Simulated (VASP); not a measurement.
# SiO2 (P6_422) in VASP: notebook

SiO2 is run at these levels: r2SCAN; tasks: single point.

All numbers are computed with VASP 6.6.1; they aren't measurements. Logs are shortened: lines on timing, memory, paths and dates and some standing lists are left out, and cuts for length are marked.

## Step 1: The cell of the first run

Symmetry: P6_422, No. 181, hexagonal system. The conventional cell has a = 4.932 Å, b = 4.932 Å, c = 5.481 Å, α = 90.00°, β = 90.00°, γ = 120.00°. Si (site symmetry 222) has 4 O at 1.59 Å within 2.1 Å. Within 2.1 Å of O (site symmetry 2) lie 2 Si at 1.59 Å.

## Step 2: Single point, r2SCAN (12.83 Å³/atom)

POSCAR

```
SiO2
1.0
    4.9323037736      0.0000000000      0.0000000000
   -2.4661518868      4.2715003671      0.0000000000
    0.0000000000      0.0000000000      5.4811137785
Si O
3 6
Direct
    0.0000000000      0.5000000000      0.3333333333
    0.5000000000      0.5000000000      0.6666666667
    0.5000000000      0.0000000000      0.0000000000
    0.5944307822      0.7972153911      0.8333333333
    0.7972153911      0.5944307822      0.5000000000
    0.7972153911      0.2027846089      0.1666666667
    0.4055692178      0.2027846089      0.8333333333
    0.2027846089      0.4055692178      0.5000000000
    0.2027846089      0.7972153911      0.1666666667
```

INCAR.step1

```
ALGO     = Normal         # electronic algorithm
EDIFF    = 1E-4           # SCF threshold, eV
ENCUT    = 520            # plane-wave cutoff, eV
GGA      = PE             # functional
ISMEAR   = 0              # smearing method
LASPH    = True           # aspherical terms in the spheres
LCHARG   = False          # write CHGCAR
LREAL    = False          # projectors in reciprocal space
LWAVE    = True           # write WAVECAR
NBANDS   = 34             # bands
NELM     = 100            # most SCF steps
PREC     = Accurate       # precision mode
SIGMA    = 0.02           # smearing width, eV
```

INCAR.step2

```
ALGO     = Normal         # electronic algorithm
EDIFF    = 1E-7           # SCF threshold, eV
ENCUT    = 520            # plane-wave cutoff, eV
ISIF     = 2              # what is computed and relaxed
ISMEAR   = 0              # smearing method
ISTART   = 1            
LASPH    = True           # aspherical terms in the spheres
LCHARG   = False          # write CHGCAR
LMIXTAU  = True         
LREAL    = False          # projectors in reciprocal space
LWAVE    = False          # write WAVECAR
METAGGA  = R2SCAN         # meta-GGA
NBANDS   = 34             # bands
NELM     = 100            # most SCF steps
PREC     = Accurate       # precision mode
SIGMA    = 0.02           # smearing width, eV
```

KPOINTS

```
k-points
0
Gamma
  6 6 4
```

Potentials or basis: VASP PAW PBE potentials, release 64 (Si, O).

The run is started by

```sh
> cat potpaw_PBE.64/Si/POTCAR potpaw_PBE.64/O/POTCAR > POTCAR
> cp INCAR.step1 INCAR
> mpirun -np 1 vasp_std > vasp.out
> cp INCAR.step2 INCAR
> mpirun -np 1 vasp_std > vasp.out
```

OUTCAR:

```text
EDIFF = 1E-7
   ENCUT = 520
   ISIF = 2
   ISMEAR = 0
   ISTART = 1
   LASPH = True
   LREAL = False
   METAGGA = R2SCAN
   NELM = 100
   PREC = Accurate

 ion  position               nearest neighbor table
   1  0.000  0.500  0.333-   9 1.59   6 1.59   8 1.59   5 1.59   3 3.07   3 3.07   2 3.07   2 3.07

   2  0.500  0.500  0.667-   4 1.59   7 1.59   5 1.59   8 1.59   3 3.07   3 3.07   1 3.07   1 3.07

   3  0.500  0.000  0.000-   6 1.59   7 1.59   4 1.59   9 1.59   1 3.07   2 3.07   2 3.07   1 3.07

   4  0.594  0.797  0.833-   2 1.59   3 1.59
   5  0.797  0.594  0.500-   2 1.59   1 1.59
   6  0.797  0.203  0.167-   1 1.59   3 1.59
   7  0.406  0.203  0.833-   2 1.59   3 1.59
   8  0.203  0.406  0.500-   1 1.59   2 1.59
   9  0.203  0.797  0.167-   1 1.59   3 1.59

  LATTYP: Found a hexagonal cell.
 ALAT       =     4.9323037736
 C/A-ratio  =     1.1112684924

  Lattice vectors:

 A1 = (   4.9323037736,   0.0000000000,   0.0000000000)
 A2 = (  -2.4661518868,   4.2715003671,   0.0000000000)
 A3 = (   0.0000000000,   0.0000000000,   5.4811137785)

Analysis of symmetry for initial positions (statically):
=====================================================================
 Subroutine PRICEL returns:
 Original cell was already a primitive cell.

 Routine SETGRP: Setting up the symmetry group for a
 hexagonal supercell.

 Subroutine GETGRP returns: Found 12 space group operations
 (whereof  4 operations were pure point group operations)
 out of a pool of 24 trial point group operations.

The static configuration has the point symmetry D_2 .
 The point group associated with its full space group is D_6 .

Analysis of symmetry for dynamics (positions and initial velocities):
=====================================================================
 Subroutine PRICEL returns:
 Original cell was already a primitive cell.

 Routine SETGRP: Setting up the symmetry group for a
 hexagonal supercell.

 Subroutine GETGRP returns: Found 12 space group operations
 (whereof  4 operations were pure point group operations)
 out of a pool of 24 trial point group operations.

The dynamic configuration has the point symmetry D_2 .
 The point group associated with its full space group is D_6 .

 Subroutine INISYM returns: Found 12 space group operations
 (whereof  4 operations are pure point group operations),
 and found     1 'primitive' translations

----------------------------------------------------------------------------------------

                                     Primitive cell

  volume of cell :     115.4780

  direct lattice vectors                    reciprocal lattice vectors
     4.932303774  0.000000000  0.000000000     0.202745014  0.117054889  0.000000000
    -2.466151887  4.271500367  0.000000000     0.000000000  0.234109777  0.000000000
     0.000000000  0.000000000  5.481113779     0.000000000  0.000000000  0.182444671

  length of vectors
     4.932303774  4.932303774  5.481113779     0.234109777  0.234109777  0.182444671

  position of ions in fractional coordinates (direct lattice)
     0.000000000  0.500000000  0.333333333
     0.500000000  0.500000000  0.666666667
     0.500000000  0.000000000  0.000000000
     0.594430782  0.797215391  0.833333333
     0.797215391  0.594430782  0.500000000
     0.797215391  0.202784609  0.166666667
     0.405569218  0.202784609  0.833333333
     0.202784609  0.405569218  0.500000000
     0.202784609  0.797215391  0.166666667

  ion indices of the primitive-cell ions
   primitive index   ion index
                 1           1
                 2           2
                 3           3
                 4           4
                 5           5
                 6           6
                 7           7
                 8           8
                 9           9

----------------------------------------------------------------------------------------

 KPOINTS: k-points

Automatic generation of k-mesh.
 Grid dimensions read from file:
 generate k-points for:    6    6    4

 Generating k-lattice:

  Cartesian coordinates                     Fractional coordinates (reciprocal lattice)
     0.033790836  0.019509148  0.000000000     0.166666667 -0.000000000  0.000000000
     0.000000000  0.039018296  0.000000000     0.000000000  0.166666667  0.000000000
     0.000000000  0.000000000  0.045611168     0.000000000  0.000000000  0.250000000

  Length of vectors
     0.039018296  0.039018296  0.045611168

  Shift w.r.t. Gamma in fractional coordinates (k-lattice)
     0.000000000  0.000000000  0.000000000

 Subroutine IBZKPT returns following result:
 ===========================================

 Found     21 irreducible k-points:

 Following reciprocal coordinates:
            Coordinates               Weight
  0.000000  0.000000  0.000000      1.000000
  0.166667  0.000000  0.000000      6.000000
  0.333333 -0.000000  0.000000      6.000000
  0.500000  0.000000  0.000000      3.000000
  0.166667  0.166667  0.000000      6.000000
  0.333333  0.166667  0.000000     12.000000
[... 13 lines left out ...]
  0.333333  0.166667  0.500000     12.000000
  0.333333  0.333333  0.500000      2.000000
   k-points           NKPTS =     21   k-points in BZ     NKDIM =     21   number of bands    NBANDS=     34
   number of dos      NEDOS =    301   number of ions     NIONS =      9
   total plane-waves  NPLWV =  67200
   dimension x,y,z NGX =    40 NGY =   40 NGZ =   42
   dimension x,y,z NGXF=    80 NGYF=   80 NGZF=   84
   ions per type =               3   6
   NGX,Y,Z   is equivalent  to a cutoff of  13.48, 13.48, 12.74 a.u.
   NGXF,Y,Z  is equivalent  to a cutoff of  26.96, 26.96, 25.48 a.u.
 SYSTEM =  unknown system
   PREC   = accura    normal or accurate (medium, high low for compatibility)
   ISTART =      1    job   : 0-new  1-cont  2-samecut
   ICHARG =      0    charge: 1-file 2-atom 10-const
   ISPIN  =      1    spin polarized calculation?
   LNONCOLLINEAR =      F non collinear calculations
   LSORBIT =      F    spin-orbit coupling
   LASPH  =      T    aspherical Exc in radial PAW
   ENCUT  =  520.0 eV  38.22 Ry    6.18 a.u.   9.17  9.17 10.19*2*pi/ulx,y,z
   NELM   =    100;   NELMIN=  2; NELMDL=  0     # of ELM steps
   EDIFF  = 0.1E-06   stopping-criterion for ELM
   LREAL  =      F    real-space projection
   EDIFFG = 0.1E-05   stopping-criterion for IOM
   NSW    =      0    number of steps for IOM
   IBRION =     -1    ionic relax: 0-MD 1-quasi-New 2-CG
   NFREE  =      0    steps in history (QN), initial steepest desc. (CG)
   ISIF   =      2    stress and relaxation
   ISYM   =      2    0-nonsym 1-usesym 2-fastsym
   POTIM  = 0.5000    time-step for ionic-motion
   TEBEG  =    0.0;   TEEND  =   0.0 temperature during run
   PSTRESS=    0.0 pullay stress
   NELECT =      48.0000    total number of electrons
   NUPDOWN=      -1.0000    fix difference up-down
   EMIN   =  10.00;   EMAX   =-10.00  energy-range for DOS
   EFERMI =   0.00;   METHOD = LEGACY
   ISMEAR =     0;   SIGMA  =   0.02  broadening in eV -4-tet -1-fermi 0-gaus
   EFERMI_NEDOS =   21; number of points for ismear=-14 and -15
   IALGO  =     38    algorithm
   IMIX   =      4    mixing-type and parameters
     AMIX     =   0.40;   BMIX     =  1.00
     AMIX_MAG =   1.60;   BMIX_MAG =  1.00
  volume/ion in A,a.u.               =      12.83        86.59
  Fermi-wavevector in a.u.,A,eV,Ry     =   1.221768  2.308807 20.309661  1.492718
  Thomas-Fermi vector in A             =   2.356939
   LORBIT       =      0    0 simple, 1 ext, 2 COOP (PROOUT), +10 PAW based schemes
   METAGGA = R2SCAN    functional components
   LHFCALC =     F    Hartree Fock is set to
   AEXX    =    0.0000 exact exchange contribution
   IVDW    =     0    specifies the selected vdW correction
   LEPSILON=     F    determine dielectric tensor
   LRPA    =     F    only Hartree local field effects (RPA)
 non-spin polarized calculation
 Gauss-broadening in eV      SIGMA  =   0.02
  energy-cutoff  :      520.00
  volume of cell :      115.48
 maximum number of plane-waves:      3129
 NGX is ok and might be reduce to    40
   NGX = 19   NGY = 19   NGZ = 21

 number of electron      48.0000008 magnetization

 Free energy of the ion-electron system (eV)
  ---------------------------------------------------
  ext. energy  EPLUGINS =         0.00000000
  ---------------------------------------------------
  free energy    TOTEN  =       -89.12020750 eV

  energy without entropy =      -89.12020750  energy(sigma->0) =      -89.12020750

 E-fermi :   0.6408     XC(G=0):  -9.5157

 val. band max:        0.5333826803   @ k =   0.0000   0.0000   0.5000
 cond. band min:       6.9979752381   @ k =   0.0000   0.0000   0.0000
 fundamental gap:      6.4645925578
 Fermi energy:         0.6407930955

 k-point     1 :       0.0000    0.0000    0.0000
  band No.  band energies     occupation
      1     -20.1321      2.00000
      2     -18.5985      2.00000
      3     -18.5985      2.00000
      4     -17.9576      2.00000
      5     -17.9576      2.00000
      6     -17.8776      2.00000
[... 26 lines left out ...]
     33      14.9225      0.00000
     34      14.9227      0.00000

 k-point     2 :       0.1667    0.0000    0.0000
  band No.  band energies     occupation
      1     -20.0507      2.00000
      2     -18.6976      2.00000
      3     -18.5984      2.00000
      4     -17.9638      2.00000
      5     -17.9574      2.00000
      6     -17.8929      2.00000
[... 26 lines left out ...]
     33      14.6292      0.00000
     34      14.7680      0.00000
[... 664 lines left out ...]
     33      13.1752      0.00000
     34      13.2997      0.00000

 k-point    21 :       0.3333    0.3333    0.5000
  band No.  band energies     occupation
      1     -19.6028      2.00000
      2     -18.8959      2.00000
      3     -18.8959      2.00000
      4     -18.0043      2.00000
      5     -18.0043      2.00000
      6     -17.9166      2.00000
[... 26 lines left out ...]
     33      13.2530      0.00000
     34      13.2850      0.00000

------------------------ aborting loop because EDIFF is reached ----------------------------------------

  FORCE on cell =-STRESS in cart. coord.  units (eV):
  Direction    XX          YY          ZZ          XY          YZ          ZX
  --------------------------------------------------------------------------------------
  -------------------------------------------------------------------------------------
  Total        7.0068727      7.0068727      7.1112338      0.0000000     -0.0000000      0.0000000
  in kB       97.2155480     97.2155480     98.6634862      0.0000000     -0.0000000      0.0000000
  external PRESSURE =      97.6981941 kB  Pullay stress =       0.0000000 kB

 VOLUME and BASIS-vectors are now :
 -----------------------------------------------------------------------------
  energy-cutoff  :      520.00
  volume of cell :      115.48
      direct lattice vectors                 reciprocal lattice vectors
     4.932303774  0.000000000  0.000000000     0.202745014  0.117054889  0.000000000
    -2.466151887  4.271500367  0.000000000     0.000000000  0.234109777  0.000000000
     0.000000000  0.000000000  5.481113779     0.000000000  0.000000000  0.182444671

 POSITION                                       TOTAL-FORCE (eV/Angst)
 -----------------------------------------------------------------------------------
     -1.23308      2.13575      1.82704        -0.000000      0.000000      0.000000
      1.23308      2.13575      3.65408        -0.000000      0.000000     -0.000000
      2.46615      0.00000      0.00000        -0.000000      0.000000      0.000000
      0.96586      3.40531      4.56759        -0.013120     -0.007575      0.000000
      2.46615      2.53911      2.74056        -0.000000     -0.015150      0.000000
      3.43201      0.86619      0.91352        -0.013120      0.007575      0.000000
      1.50029      0.86619      4.56759         0.013120      0.007575      0.000000
     -0.00000      1.73239      2.74056        -0.000000      0.015150      0.000000
     -0.96586      3.40531      0.91352         0.013120     -0.007575     -0.000000
 -----------------------------------------------------------------------------------
    total drift:                                0.000000     -0.000000     -0.000001

  FREE ENERGIE OF THE ION-ELECTRON SYSTEM (eV)
  ---------------------------------------------------
  free  energy   TOTEN  =       -89.1202074967 eV

  energy  without entropy=      -89.1202074967  energy(sigma->0) =      -89.12020750
```

It took 2.3 min on 1 thread of Intel Xeon 6975P-C (Granite Rapids), shared host; peak memory 0.3 GiB.

What came out:

```
Free energy            : -89.1202 eV
Pressure               : 9.8 GPa
Largest force          : 0.015 eV/Å
Band gap on the k mesh : 6.46 eV (least direct gap 6.60 eV)
```

Forces on the atoms (eV/Å):
```
Si   0.000  0.000  0.000
Si   0.000  0.000  0.000
Si   0.000  0.000  0.000
O   -0.013 -0.008  0.000
O    0.000 -0.015  0.000
O   -0.013  0.008  0.000
O    0.013  0.008  0.000
O    0.000  0.015  0.000
O    0.013 -0.008  0.000
```

Stress tensor (GPa, compression positive):
```
9.72 0.00 0.00
0.00 9.72 0.00
0.00 0.00 9.87
```

Levels at points of the mesh, in eV from the valence-band top:
```csv
k point,band 22,band 23,band 24,band 25,band 26,band 27
"(0.00, 0.00, 0.00)",-0.52,-0.52,-0.13,6.46,9.91,9.91
"(0.50, 0.00, 0.00)",-1.04,-0.41,-0.01,8.58,9.56,10.61
"(0.00, 0.00, 0.50)",-0.34,0.00,0.00,8.37,8.37,9.24
"(0.50, 0.00, 0.50)",-0.79,-0.71,-0.38,9.77,9.95,10.49
```

Caveat: the cell stands under pressure; the PAW data sets were made with another functional, which shifts forces and pressure a little. A k mesh can miss the band edges.

## Step 3: Single point, r2SCAN (13.24 Å³/atom)

This run uses another cell than the first one, of 13.24 Å³/atom.

POSCAR

```
SiO2
1.0
    5.0006544470      0.0000000000      0.0000000000
   -2.5003272235      4.3306937867      0.0000000000
    0.0000000000      0.0000000000      5.5024821245
Si O
3 6
Direct
    0.0000000000      0.5000000000      0.3333333333
    0.5000000000      0.5000000000      0.6666666667
    0.5000000000      0.0000000000      0.0000000000
    0.5886811059      0.7943405529      0.8333333333
    0.7943405529      0.5886811059      0.5000000000
    0.7943405529      0.2056594471      0.1666666667
    0.4113188941      0.2056594471      0.8333333333
    0.2056594471      0.4113188941      0.5000000000
    0.2056594471      0.7943405529      0.1666666667
```

INCAR.step1: that of step 2 with these lines changed.

```diff
@@ -10,3 +10,3 @@
 NBANDS   = 34             # bands
-NELM     = 100            # most SCF steps
+NELM     = 60             # most SCF steps
 PREC     = Accurate       # precision mode
```

INCAR.step2

```
ALGO     = Normal         # electronic algorithm
EDIFF    = 1E-6           # SCF threshold, eV
ENCUT    = 520            # plane-wave cutoff, eV
ISIF     = 2              # what is computed and relaxed
ISMEAR   = 0              # smearing method
ISTART   = 1            
LASPH    = True           # aspherical terms in the spheres
LCHARG   = True           # write CHGCAR
LELF     = True           # ELF
LMIXTAU  = True         
LREAL    = False          # projectors in reciprocal space
LVHAR    = True         
LWAVE    = False          # write WAVECAR
METAGGA  = R2SCAN         # meta-GGA
NBANDS   = 34             # bands
NELM     = 60             # most SCF steps
PREC     = Accurate       # precision mode
SIGMA    = 0.02           # smearing width, eV
```

KPOINTS is that of step 2.

Potentials or basis: VASP PAW PBE potentials, release 64 (Si, O).

The run is started by

```sh
> cat potpaw_PBE.64/Si/POTCAR potpaw_PBE.64/O/POTCAR > POTCAR
> cp INCAR.step1 INCAR
> mpirun -np 1 vasp_std > vasp.out
> cp INCAR.step2 INCAR
> mpirun -np 1 vasp_std > vasp.out
```

Wall time 2.2 min (1 thread of Intel Xeon 6975P-C (Granite Rapids), shared host); peak memory 0.29 GiB.

It converged, with:

```yaml
Free_energy: -89.2933 eV
Pressure: 4.7 GPa
Largest_force: 0.016 eV/Å
Band_gap_on_the_k_mesh: 6.40 eV (least direct gap 6.56 eV)
```

Forces on the atoms (eV/Å):
```
Si   0.000  0.000  0.000
Si   0.000  0.000  0.000
Si   0.000  0.000  0.000
O   -0.013 -0.008  0.000
O    0.000 -0.016  0.000
O   -0.013  0.008  0.000
O    0.013  0.008  0.000
O    0.000  0.016  0.000
O    0.013 -0.008  0.000
```

Stress tensor (GPa, compression positive):
```
4.68 0.00 0.00
0.00 4.68 0.00
0.00 0.00 4.83
```

Levels at points of the mesh, in eV from the valence-band top:
```tsv
k point	band 21	band 22	band 23	band 24	band 25	band 26	band 27	band 28
(0.00, 0.00, 0.00)	-1.07	-0.49	-0.49	-0.16	6.40	9.84	9.84	10.31
(0.50, 0.00, 0.00)	-1.20	-1.02	-0.37	0.00	8.51	9.43	10.51	10.65
(0.00, 0.00, 0.50)	-1.24	-0.30	0.00	0.00	8.29	8.29	9.26	11.00
(0.50, 0.00, 0.50)	-0.96	-0.75	-0.69	-0.36	9.69	9.94	10.30	10.32
```

Caveat: the cell stands under pressure; the PAW data sets were made with another functional, which shifts forces and pressure a little. A k mesh can miss the band edges.

(Part 1 of 2 ends here.)
